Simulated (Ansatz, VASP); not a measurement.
**One calculation of TaF3, two programs**

```
CELL_PARAMETERS angstrom
4.16253 0.00000 0.00000
0.00000 4.16253 0.00000
0.00000 0.00000 8.32404
ATOMIC_POSITIONS crystal
Ta 0.00000 0.00000 0.75000
Ta 0.00000 0.00000 0.25000
F 0.50000 0.00000 0.75000
F 0.50000 0.00000 0.25000
F 0.00000 0.50000 0.75000
F 0.00000 0.50000 0.25000
F 0.00000 0.00000 0.00000
F 0.00000 0.00000 0.50000
```

Alike in both runs: functional PBE; k mesh 4 × 4 × 2; occupations gaussian, width 0.1 eV; collinear spin.

Ansatz relaxed the structure, and its values are those at the end. VASP's run is a single point on that final structure, the one shown.

```csv
,VASP,Ansatz
version,VASP 6.6.1,Ansatz 0.2.0
potentials or method,"VASP PAW PBE potentials, release 64 (Ta_pv, F), cutoff 520 eV","scalar-relativistic, plane waves, PAW"
valence electrons in the cell,64,68
```

VASP gave:

* gap on the k mesh at the Fermi level (eV): none
* pressure (GPa): 0.1
* net moment per atom (μB): 0.50
* size of the moment on the site where the two differ most (μB): 1.54

Problem. What did Ansatz give for the same quantities?

Solution. gap on the k mesh at the Fermi level (eV): none; pressure (GPa): 0.1; net moment per atom (μB): 0.50; size of the moment on the site where the two differ most (μB): 0.89.

Site moments also hang on the region over which each program counts them. A gap of «none» marks a metal or a gap that the smearing closes. VASP's potentials hold 64 valence electrons a cell and Ansatz's 68, so a difference there can come from the potentials and not from the codes.

The k mesh is coarse, so the values compare programs but aren't converged. Neither program's run includes spin-orbit coupling.
